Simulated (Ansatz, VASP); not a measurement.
**One calculation of SiC, two programs**

Contents of INCAR:

```
SYSTEM = SiC
PREC     = Accurate       ! precision mode
ENCUT    = 520            ! plane-wave cutoff, eV
EDIFF    = 1E-6           ! SCF threshold, eV
ISMEAR   = -1             ! smearing method
SIGMA    = 0.02           ! smearing width, eV
LREAL    = .FALSE.        ! projectors in reciprocal space
LASPH    = .TRUE.         ! aspherical terms in the spheres
NELM     = 80             ! most SCF steps
ALGO     = Normal         ! electronic algorithm
ISIF     = 2              ! what is computed and relaxed
LWAVE    = .FALSE.        ! write WAVECAR
LCHARG   = .FALSE.        ! write CHGCAR
GGA      = PE             ! functional
NBANDS   = 16             ! bands
```

File KPOINTS:

```
Automatic mesh
0
G
  8 6 8
  0 0 0
```

File POSCAR:

```
SiC
1.0
   -2.1898574519      2.1898574519      0.0000000000
    0.0000000000      0.0000000000      4.3797149038
    2.1898574519      2.1898574519      0.0000000000
Si C
2 2
Direct
    0.0000000000      0.0000000000      0.0000000000
    0.5000000000      0.5000000000      0.5000000000
    0.0000000000      0.2500000000      0.5000000000
    0.5000000000      0.7500000000      0.0000000000
```

Input for Ansatz:

```yaml
crystal:
  lattice:
    - [-2.1898574519, 2.1898574519, 0.0]
    - [0.0, 0.0, 4.3797149038]
    - [2.1898574519, 2.1898574519, 0.0]
  atoms:
    - { symbol: Si, position: [0.0, 0.0, 0.0] }
    - { symbol: Si, position: [0.5, 0.5, 0.5] }
    - { symbol: C, position: [0.0, 0.25, 0.5] }
    - { symbol: C, position: [0.5, 0.75, 0.0] }
kpoints:
  mp_grid: { grid: [8, 6, 8] }
scf:
  occupations: { method: fermi_dirac, width: 0.02 }
hamiltonian:
  xc: pbe
  pseudopotentials: { kind: all_electron, lapw: { basis_error: 0.001 } }
output:
  forces: true
  stress: true
  eigenvalues: true
```

Alike in both runs: task single point; functional PBE; k mesh 8 × 6 × 8; occupations fermi-dirac, width 0.02 eV; no spin polarisation.

```csv
,VASP,Ansatz
version,VASP 6.6.1,Ansatz 0.2.0
potentials or method,"VASP PAW PBE potentials, release 64 (Si, C), cutoff 520 eV","all-electron LAPW, scalar-relativistic"
```

```csv
,VASP,Ansatz,Ansatz less VASP
gap on the k mesh at the Fermi level (eV),1.37,1.37,+0.001
pressure (GPa),0.0,0.0,+0.07
```

Ansatz ran all-electron here, and VASP with PAW potentials.
